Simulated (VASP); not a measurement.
# Si2Ni in VASP: notebook

Runs on Si2Ni. Level: PBEsol. Tasks: single point.

Program: VASP 6.6.1. These are calculated values, not measurements. Logs are shortened: lines on timing, memory, paths and dates and some standing lists are left out, and cuts for length are marked.

**1. The cell of the first run**

The cell holds a slab with vacuum, 15 atoms: a = 3.812 Å, b = 3.812 Å, c = 27.131 Å, α = 90.00°, β = 90.00°, γ = 90.00°.

**2. Single point, PBEsol**

Contents of INCAR:

```
  ALGO = Normal
  DIPOL = 0.5 0.5 0.492
  EDIFF = 1E-6
  ENCUT = 520
  GGA = PS
  IDIPOL = 3
  ISIF = 2
  ISMEAR = 0
  LASPH = True
  LCHARG = False
  LDIPOL = True
  LREAL = Auto
  LWAVE = False
  NBANDS = 58
  NELM = 100
  PREC = Accurate
  SIGMA = 0.1
```

Contents of KPOINTS:

```
k-points
0
Gamma
  1 1 1
```

Contents of POSCAR:

```
Si2Ni
1.0
    3.8123023665      0.0000000000      0.0000000000
    0.0000000000      3.8123023665      0.0000000000
    0.0000000000      0.0000000000     27.1306718489
Si Ni
10 5
Direct
    0.5000000000      0.0000000000      0.2764398922
    0.0000000000      0.5000000000      0.2764398922
    0.0000000000      0.5000000000      0.3757999401
    0.5000000000      0.0000000000      0.3757999401
    0.5000000000      0.0000000000      0.4751599880
    0.0000000000      0.5000000000      0.4751599880
    0.0000000000      0.5000000000      0.5745200359
    0.5000000000      0.0000000000      0.5745200359
    0.5000000000      0.0000000000      0.6738800839
    0.0000000000      0.5000000000      0.6738800839
    0.5000000000      0.5000000000      0.3261199161
    0.0000000000      0.0000000000      0.4254799641
    0.5000000000      0.5000000000      0.5248400120
    0.0000000000      0.0000000000      0.6242000599
    0.5000000000      0.5000000000      0.7235601078
```

Potentials or basis: VASP PAW PBE potentials, release 64 (Si, Ni).

Launch:

```
$ cat potpaw_PBE.64/Si/POTCAR potpaw_PBE.64/Ni/POTCAR > POTCAR
$ mpirun -np 1 vasp_gam > vasp.out
```

OUTCAR:

```text
EDIFF = 1E-6
   ENCUT = 520
   GGA = PS
   ISIF = 2
   ISMEAR = 0
   LASPH = True
   LREAL = Auto
   NELM = 100
   PREC = Accurate

 ion  position               nearest neighbor table
   1  0.500  0.000  0.276-  11 2.33  11 2.33   4 2.70   2 2.70   2 2.70   2 2.70   2 2.70
   2  0.000  0.500  0.276-  11 2.33  11 2.33   3 2.70   1 2.70   1 2.70   1 2.70   1 2.70
   3  0.000  0.500  0.376-  12 2.33  12 2.33  11 2.33  11 2.33   2 2.70   6 2.70   4 2.70   4 2.70
                             4 2.70   4 2.70
   4  0.500  0.000  0.376-  12 2.33  12 2.33  11 2.33  11 2.33   1 2.70   5 2.70   3 2.70   3 2.70
                             3 2.70   3 2.70
   5  0.500  0.000  0.475-  12 2.33  12 2.33  13 2.33  13 2.33   4 2.70   8 2.70   6 2.70   6 2.70
                             6 2.70   6 2.70
   6  0.000  0.500  0.475-  12 2.33  12 2.33  13 2.33  13 2.33   3 2.70   7 2.70   5 2.70   5 2.70
                             5 2.70   5 2.70
   7  0.000  0.500  0.575-  13 2.33  13 2.33  14 2.33  14 2.33   6 2.70   8 2.70   8 2.70   8 2.70
                             8 2.70  10 2.70
   8  0.500  0.000  0.575-  13 2.33  13 2.33  14 2.33  14 2.33   5 2.70   7 2.70   7 2.70   7 2.70
                             7 2.70   9 2.70
   9  0.500  0.000  0.674-  15 2.33  15 2.33  14 2.33  14 2.33  10 2.70  10 2.70  10 2.70  10 2.70
                             8 2.70
  10  0.000  0.500  0.674-  15 2.33  15 2.33  14 2.33  14 2.33   9 2.70   9 2.70   9 2.70   9 2.70
                             7 2.70
  11  0.500  0.500  0.326-   1 2.33   2 2.33   1 2.33   2 2.33   3 2.33   4 2.33   4 2.33   3 2.33

  12  0.000  0.000  0.425-   5 2.33   6 2.33   6 2.33   5 2.33   3 2.33   3 2.33   4 2.33   4 2.33

  13  0.500  0.500  0.525-   7 2.33   8 2.33   8 2.33   7 2.33   5 2.33   5 2.33   6 2.33   6 2.33

  14  0.000  0.000  0.624-   7 2.33   8 2.33   7 2.33   8 2.33   9 2.33  10 2.33  10 2.33   9 2.33

  15  0.500  0.500  0.724-   9 2.33  10 2.33   9 2.33  10 2.33

  LATTYP: Found a simple tetragonal cell.
 ALAT       =     3.8123023665
 C/A-ratio  =     7.1166107094

  Lattice vectors:

 A1 = (   3.8123023665,   0.0000000000,   0.0000000000)
 A2 = (   0.0000000000,   3.8123023665,   0.0000000000)
 A3 = (   0.0000000000,   0.0000000000,  27.1306718489)

Analysis of symmetry for initial positions (statically):
=====================================================================
 Subroutine PRICEL returns:
 Original cell was already a primitive cell.

 Routine SETGRP: Setting up the symmetry group for a
 simple tetragonal supercell.

 Subroutine GETGRP returns: Found  8 space group operations
 (whereof  8 operations were pure point group operations)
 out of a pool of 16 trial point group operations.

The static configuration has the point symmetry C_4v.

Analysis of symmetry for dynamics (positions and initial velocities):
=====================================================================
 Subroutine PRICEL returns:
 Original cell was already a primitive cell.

 Routine SETGRP: Setting up the symmetry group for a
 simple tetragonal supercell.

 Subroutine GETGRP returns: Found  8 space group operations
 (whereof  8 operations were pure point group operations)
 out of a pool of 16 trial point group operations.

The dynamic configuration has the point symmetry C_4v.

 Subroutine INISYM returns: Found  8 space group operations
 (whereof  8 operations are pure point group operations),
 and found     1 'primitive' translations

----------------------------------------------------------------------------------------

                                     Primitive cell

  volume of cell :     394.3077

  direct lattice vectors                    reciprocal lattice vectors
     3.812302366  0.000000000  0.000000000     0.262308680  0.000000000  0.000000000
     0.000000000  3.812302366  0.000000000     0.000000000  0.262308680  0.000000000
     0.000000000  0.000000000 27.130671849     0.000000000  0.000000000  0.036858652

  length of vectors
     3.812302366  3.812302366 27.130671849     0.262308680  0.262308680  0.036858652

  position of ions in fractional coordinates (direct lattice)
     0.500000000  0.000000000  0.276439892
     0.000000000  0.500000000  0.276439892
     0.000000000  0.500000000  0.375799940
     0.500000000  0.000000000  0.375799940
     0.500000000  0.000000000  0.475159988
     0.000000000  0.500000000  0.475159988
     0.000000000  0.500000000  0.574520036
     0.500000000  0.000000000  0.574520036
     0.500000000  0.000000000  0.673880084
     0.000000000  0.500000000  0.673880084
     0.500000000  0.500000000  0.326119916
     0.000000000  0.000000000  0.425479964
     0.500000000  0.500000000  0.524840012
     0.000000000  0.000000000  0.624200060
     0.500000000  0.500000000  0.723560108

  ion indices of the primitive-cell ions
   primitive index   ion index
                 1           1
                 2           2
                 3           3
                 4           4
                 5           5
                 6           6
                 7           7
                 8           8
                 9           9
                10          10
                11          11
                12          12
                13          13
                14          14
                15          15

----------------------------------------------------------------------------------------

 KPOINTS: k-points

Automatic generation of k-mesh.
 Grid dimensions read from file:
 generate k-points for:    1    1    1

 Generating k-lattice:

  Cartesian coordinates                     Fractional coordinates (reciprocal lattice)
     0.262308680  0.000000000  0.000000000     1.000000000  0.000000000  0.000000000
     0.000000000  0.262308680  0.000000000     0.000000000  1.000000000  0.000000000
     0.000000000  0.000000000  0.036858652     0.000000000  0.000000000  1.000000000

  Length of vectors
     0.262308680  0.262308680  0.036858652

  Shift w.r.t. Gamma in fractional coordinates (k-lattice)
     0.000000000  0.000000000  0.000000000

 Subroutine IBZKPT returns following result:
 ===========================================

 Found      1 irreducible k-points:

 Following reciprocal coordinates:
            Coordinates               Weight
[... 25 lines left out ...]
   ISIF   =      2    stress and relaxation
   ISYM   =      2    0-nonsym 1-usesym 2-fastsym
   POTIM  = 0.5000    time-step for ionic-motion
   TEBEG  =    0.0;   TEEND  =   0.0 temperature during run
   PSTRESS=    0.0 pullay stress
   NELECT =      90.0000    total number of electrons
   NUPDOWN=      -1.0000    fix difference up-down
   EMIN   =  10.00;   EMAX   =-10.00  energy-range for DOS
   EFERMI =   0.00;   METHOD = LEGACY
   ISMEAR =     0;   SIGMA  =   0.10  broadening in eV -4-tet -1-fermi 0-gaus
   EFERMI_NEDOS =   21; number of points for ismear=-14 and -15
   IALGO  =     38    algorithm
   IMIX   =      4    mixing-type and parameters
     AMIX     =   0.40;   BMIX     =  1.00
     AMIX_MAG =   1.60;   BMIX_MAG =  1.00
  volume/ion in A,a.u.               =      26.29       177.39
  Fermi-wavevector in a.u.,A,eV,Ry     =   1.000485  1.890643 13.619028  1.000970
  Thomas-Fermi vector in A             =   2.132844
   LORBIT       =      0    0 simple, 1 ext, 2 COOP (PROOUT), +10 PAW based schemes
   GGA     = PS    functional components
   LHFCALC =     F    Hartree Fock is set to
   AEXX    =    0.0000 exact exchange contribution
   IVDW    =     0    specifies the selected vdW correction
   LEPSILON=     F    determine dielectric tensor
   LRPA    =     F    only Hartree local field effects (RPA)
 non-spin polarized calculation
 Gauss-broadening in eV      SIGMA  =   0.10
  energy-cutoff  :      520.00
  volume of cell :      394.31
 maximum number of plane-waves:      5263
   NGX = 15   NGY = 15   NGZ =101

 dipolmoment           0.000000      0.000000      0.189709 electrons x Angstroem

 number of electron      90.0000068 magnetization

 dipolmoment           0.000000      0.000000     -0.060086 electrons x Angstroem

 Free energy of the ion-electron system (eV)
  ---------------------------------------------------
  ext. energy  EPLUGINS =         0.00000000
  ---------------------------------------------------
  free energy    TOTEN  =       -66.22252720 eV

  energy without entropy =      -65.97797080  energy(sigma->0) =      -66.10024900

 E-fermi :   2.4597     XC(G=0):  -6.6374

 val. band max:        2.4410275567   @ k =   0.0000   0.0000   0.0000
 cond. band min:       2.5401302395   @ k =   0.0000   0.0000   0.0000
 fundamental gap:      0.0991026828
 Fermi energy:         2.4596630829

 k-point     1 :       0.0000    0.0000    0.0000
  band No.  band energies     occupation
      1     -11.1366      2.00000
      2     -10.5736      2.00000
      3      -9.6590      2.00000
      4      -8.4656      2.00000
      5      -7.3161      2.00000
      6      -4.7345      2.00000
      7      -4.5187      2.00000
      8      -4.1014      2.00000
      9      -3.4672      2.00000
     10      -3.1861      2.00000
     11      -2.8318      2.00000
     12      -2.6732      2.00000
     13      -2.6732      2.00000
     14      -2.5539      2.00000
     15      -2.5539      2.00000
     16      -2.3577      2.00000
     17      -2.3577      2.00000
     18      -2.0865      2.00000
     19      -2.0865      2.00000
     20      -1.8973      2.00000
     21      -1.6212      2.00000
     22      -1.3275      2.00000
     23      -1.3275      2.00000
     24      -1.3263      2.00000
     25      -0.9629      2.00000
     26      -0.7709      2.00000
     27      -0.6680      2.00000
     28      -0.6603      2.00000
     29      -0.5938      2.00000
     30      -0.5938      2.00000
     31      -0.5088      2.00000
     32      -0.4010      2.00000
     33      -0.0599      2.00000
     34       0.0587      2.00000
     35       0.1832      2.00000
     36       0.1832      2.00000
     37       0.7045      2.00000
     38       1.1627      2.00000
     39       1.1627      2.00000
     40       2.1912      1.99985
     41       2.3675      1.80743
     42       2.3768      1.75856
     43       2.3919      1.66239
     44       2.3919      1.66239
     45       2.3941      1.64638
     46       2.4410      1.20787
     47       2.5401      0.25513
     48       3.6552      0.00000
     49       3.7543      0.00000
     50       3.7543      0.00000
     51       3.9507      0.00000
     52       4.2259      0.00000
     53       4.5772      0.00000
     54       4.8663      0.00000
     55       4.9928      0.00000
     56       5.6754      0.00000
     57       5.7609      0.00000
 [bands above 57 left out]

------------------------ aborting loop because EDIFF is reached ----------------------------------------

 vacuum level on the upper side and lower side of the slab       (xc-potential included)        -0.580         0.153

  FORCE on cell =-STRESS in cart. coord.  units (eV):
  Direction    XX          YY          ZZ          XY          YZ          ZX
  --------------------------------------------------------------------------------------
  -------------------------------------------------------------------------------------
  Total       38.4250892     38.4250892     15.3598158      0.0000000      0.0000000      0.0000000
  in kB      156.1313952    156.1313952     62.4110320      0.0000000      0.0000000      0.0000000
  external PRESSURE =     124.8912741 kB  Pullay stress =       0.0000000 kB

 VOLUME and BASIS-vectors are now :
 -----------------------------------------------------------------------------
  energy-cutoff  :      520.00
  volume of cell :      394.31
      direct lattice vectors                 reciprocal lattice vectors
     3.812302366  0.000000000  0.000000000     0.262308680  0.000000000  0.000000000
     0.000000000  3.812302366  0.000000000     0.000000000  0.262308680  0.000000000
     0.000000000  0.000000000 27.130671849     0.000000000  0.000000000  0.036858652

 POSITION                                       TOTAL-FORCE (eV/Angst)
 -----------------------------------------------------------------------------------
      1.90615      0.00000      7.50000        -0.000000      0.000000     -1.094829
      0.00000      1.90615      7.50000        -0.000000      0.000000     -1.094829
      0.00000      1.90615     10.19570        -0.000000      0.000000      0.336940
      1.90615      0.00000     10.19570        -0.000000      0.000000      0.336940
      1.90615      0.00000     12.89141        -0.000000      0.000000     -0.363681
      0.00000      1.90615     12.89141         0.000000      0.000000     -0.363681
      0.00000      1.90615     15.58711        -0.000000      0.000000     -0.662962
      1.90615      0.00000     15.58711        -0.000000      0.000000     -0.662962
      1.90615      0.00000     18.28282        -0.000000      0.000000      0.291696
      0.00000      1.90615     18.28282        -0.000000      0.000000      0.291696
      1.90615      1.90615      8.84785        -0.000000      0.000000      0.853317
      0.00000      0.00000     11.54356        -0.000000      0.000000     -0.178341
      1.90615      1.90615     14.23926        -0.000000      0.000000      0.279649
      0.00000      0.00000     16.93497         0.000000      0.000000      1.893254
      1.90615      1.90615     19.63067        -0.000000     -0.000000      0.137794
 -----------------------------------------------------------------------------------
    total drift:                                0.000000      0.000000      0.011031

  FREE ENERGIE OF THE ION-ELECTRON SYSTEM (eV)
  ---------------------------------------------------
  free  energy   TOTEN  =       -66.2225272005 eV

  energy  without entropy=      -65.9779708049  energy(sigma->0) =      -66.10024900

 vacuum level on the upper side and lower side of the slab         7.370         8.116
```

It took 1.8 min on 1 thread of Intel Xeon 6975P-C (Granite Rapids), shared host; peak memory 0.37 GiB.

What came out:

```yaml
Free_energy: -66.2225 eV
Largest_force: 1.893 eV/Å
```

Forces on the atoms (eV/Å):
```
Si   0.000  0.000 -1.095
Si   0.000  0.000 -1.095
Si   0.000  0.000  0.337
Si   0.000  0.000  0.337
Si   0.000  0.000 -0.364
Si   0.000  0.000 -0.364
Si   0.000  0.000 -0.663
Si   0.000  0.000 -0.663
Si   0.000  0.000  0.292
Si   0.000  0.000  0.292
Ni   0.000  0.000  0.853
Ni   0.000  0.000 -0.178
Ni   0.000  0.000  0.280
Ni   0.000  0.000  1.893
Ni   0.000  0.000  0.138
```

Levels at points of the mesh, in eV from the Fermi level:
| k point | band 44 | band 45 | band 46 | band 47 | band 48 | band 49 |
| --- | --- | --- | --- | --- | --- | --- |
| (0.00, 0.00, 0.00) | -0.07 | -0.07 | -0.02 | 0.08 | 1.20 | 1.29 |

Caveat: the k points lie up to 1.65 Å⁻¹ apart; the PAW data sets were made with another functional, which shifts forces and pressure a little.

**3. Single point, PBEsol**

Contents of INCAR:

```
SYSTEM = Si2Ni
ALGO = Normal ; DIPOL = 0.5 0.5 0.492
EDIFF = 1E-6 ; ENCUT = 520
GGA = PS ; IDIPOL = 3
ISIF = 2 ; ISMEAR = 0
LASPH = .True. ; LCHARG = .False.
LDIPOL = .True. ; LREAL = Auto
LWAVE = .False. ; NBANDS = 58
NELM = 80 ; PREC = Accurate
SIGMA = 0.1
```

Contents of KPOINTS:

```
k-points
0
Gamma
  4 4 1
  0 0 0
```

POSCAR is that of step 2.

Potentials or basis: VASP PAW PBE potentials, release 64 (Si, Ni).

Launch:

```
$ cat potpaw_PBE.64/Si/POTCAR potpaw_PBE.64/Ni/POTCAR > POTCAR
$ mpirun -np 1 vasp_std > vasp.out
```

Wall time 4.8 min (1 thread of Intel Xeon 6975P-C (Granite Rapids), shared host); peak memory 0.41 GiB.

The run converged. Its results:

| Quantity | Value |
| --- | --- |
| Free energy | -91.1827 eV |
| Largest force | 1.948 eV/Å |
| Band gap on the k mesh | zero (band 45 reaches 3.26 eV, above the bottom of band 46 at 1.98 eV) |

Forces on the atoms (eV/Å):
```
Si   0.000  0.000 -0.243
Si   0.000  0.000 -0.243
Si   0.000  0.000 -0.160
Si   0.000  0.000 -0.160
Si   0.000  0.000 -0.048
Si   0.000  0.000 -0.048
Si   0.000  0.000  0.080
Si   0.000  0.000  0.080
Si   0.000  0.000  1.236
Si   0.000  0.000  1.236
Ni   0.000  0.000  1.055
Ni   0.000  0.000  0.159
Ni   0.000  0.000 -0.207
Ni   0.000  0.000 -0.787
Ni   0.000  0.000 -1.948
```

Levels at points of the mesh, in eV from the Fermi level:
| k point | band 42 | band 43 | band 44 | band 45 | band 46 | band 47 | band 48 | band 49 | band 50 | band 51 |
| --- | --- | --- | --- | --- | --- | --- | --- | --- | --- | --- |
| (0.00, 0.00, 0.00) | -0.38 | -0.28 | -0.19 | -0.02 | -0.02 | 0.50 | 1.09 | 1.29 | 1.29 | 1.47 |
| (0.50, 0.00, 0.00) | -1.16 | -0.78 | -0.51 | 0.20 | 1.12 | 1.13 | 1.19 | 1.34 | 1.38 | 1.46 |
| (0.50, 0.50, 0.00) | -1.76 | -1.62 | -1.45 | -1.38 | -0.97 | -0.97 | 0.31 | 0.31 | 1.60 | 1.95 |

Caveat: the k points lie up to 0.41 Å⁻¹ apart; the PAW data sets were made with another functional, which shifts forces and pressure a little. Spin polarisation is off, so any magnetic state and its effect on volume and gap are missing.

**4. Single point, PBEsol**

This run uses another cell than the first one: it holds 6 atoms, not 15.

Contents of INCAR:

```
PREC     = Accurate       # precision mode
ENCUT    = 520            # plane-wave cutoff, eV
EDIFF    = 1E-6           # SCF threshold, eV
ISMEAR   = 0              # smearing method
SIGMA    = 0.1            # smearing width, eV
LREAL    = False          # projectors in reciprocal space
LASPH    = True           # aspherical terms in the spheres
NELM     = 60             # most SCF steps
ALGO     = Normal         # electronic algorithm
ISIF     = 2              # what is computed and relaxed
LWAVE    = False          # write WAVECAR
LCHARG   = False          # write CHGCAR
LDIPOL   = True         
IDIPOL   = 3            
DIPOL    = 0.5 0.5 0.488
GGA      = PS             # functional
NBANDS   = 27             # bands
```

Contents of KPOINTS:

```
regular mesh
0
Gamma
  9 9 1
```

Contents of POSCAR:

```
Si2Ni
1.0
    3.8123023665      0.0000000000      0.0000000000
    0.0000000000      3.8123023665      0.0000000000
    0.0000000000      0.0000000000     19.0435572830
Si Ni
4 2
Direct
    0.5000000000      0.0000000000      0.3938339822
    0.0000000000      0.5000000000      0.3938339822
    0.0000000000      0.5000000000      0.5353886726
    0.5000000000      0.0000000000      0.5353886726
    0.5000000000      0.5000000000      0.4646113274
    0.0000000000      0.0000000000      0.6061660178
```

Launch:

```
$ cat potpaw_PBE.64/Si/POTCAR potpaw_PBE.64/Ni/POTCAR > POTCAR
$ mpirun -np 1 vasp_std > vasp.out
```

Run time: 1.9 min. Hardware: 1 thread of Intel Xeon 6975P-C (Granite Rapids), shared host; peak memory 0.36 GiB.

Results (log left out):

| Quantity | Value |
| --- | --- |
| Free energy | -34.2043 eV |
| Largest force | 1.845 eV/Å |
| Band gap on the k mesh | zero (band 18 reaches 0.62 eV, above the bottom of band 19 at -1.20 eV) |

Forces in eV/Å, atoms in the order of the input:
```
Si   0.000  0.000 -0.220
Si   0.000  0.000 -0.220
Si   0.000  0.000  0.912
Si   0.000  0.000  0.912
Ni   0.000  0.000  0.461
Ni   0.000  0.000 -1.845
```

Levels at points of the mesh, in eV from the Fermi level:
| k point | band 13 | band 14 | band 15 | band 16 | band 17 | band 18 | band 19 | band 20 | band 21 | band 22 |
| --- | --- | --- | --- | --- | --- | --- | --- | --- | --- | --- |
| (0.00, 0.00, 0.00) | -1.67 | -1.67 | -1.60 | -0.77 | -0.56 | 0.49 | 0.74 | 0.74 | 1.65 | 2.56 |

Caveat: the PAW data sets were made with another functional, which shifts forces and pressure a little. Spin polarisation is off, so any magnetic state and its effect on volume and gap are missing.

**5. Overview**

```tsv
cell	k mesh	gap on the mesh (eV)	largest force (eV/Å)
a = 3.812, b = 3.812, c = 27.131 Å, 15 atoms	1 × 1 × 1	-	1.89
a = 3.812, b = 3.812, c = 27.131 Å, 15 atoms	4 × 4 × 1	none	1.95
a = 3.812, b = 3.812, c = 19.044 Å, 6 atoms	9 × 9 × 1	none	1.84
```

Alike in all rows: task single point; level PBEsol; potentials or basis VASP PAW PBE potentials, release 64 (Si, Ni); no spin polarisation; cutoff (eV) 520; smearing gaussian 0.1 eV.

Caveats: some runs use coarse meshes; the PAW data sets were made with another functional, which shifts forces and pressure a little.

Total energies depend on the potentials used, so only differences within one code and one set of settings carry meaning.
